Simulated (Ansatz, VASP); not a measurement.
TlRu2: VASP beside Ansatz

```xyz
3
Lattice="0.0000 3.0948 3.0948 3.0948 0.0000 3.0948 3.0948 3.0948 0.0000" Properties=species:S:1:pos:R:3 pbc="T T T"
Tl    0.0000    0.0000    0.0000
Ru    1.5474    1.5474    1.5474
Ru    4.6421    4.6421    4.6421
```

Alike in both runs: task relaxation of cell and atoms; functional PBE; k mesh 14 × 14 × 14; occupations gaussian, width 0.1 eV; no spin polarisation.

```csv
,VASP,Ansatz
version,VASP 6.6.1,Ansatz 0.2.0
potentials or method,"VASP PAW PBE potentials, release 64 (Tl_d, Ru_pv), cutoff 600 eV","scalar-relativistic, plane waves, PAW"
valence electrons in the cell,41,45
```

|  | VASP | Ansatz | Ansatz less VASP |
| --- | --- | --- | --- |
| gap on the k mesh at the Fermi level, each at its own relaxed structure (eV) | none | none | - |
| relaxed volume (Å³/atom) | 19.74 | 19.74 | 0.000 |
| relaxed cell length with the largest relative difference (Å) | 4.375 | 4.375 | 0.0000 |

A gap of «none» marks a metal or a gap that the smearing closes. VASP's potentials hold 41 valence electrons a cell and Ansatz's 45, so a difference there can come from the potentials and not from the codes.

Neither program's run includes spin-orbit coupling.
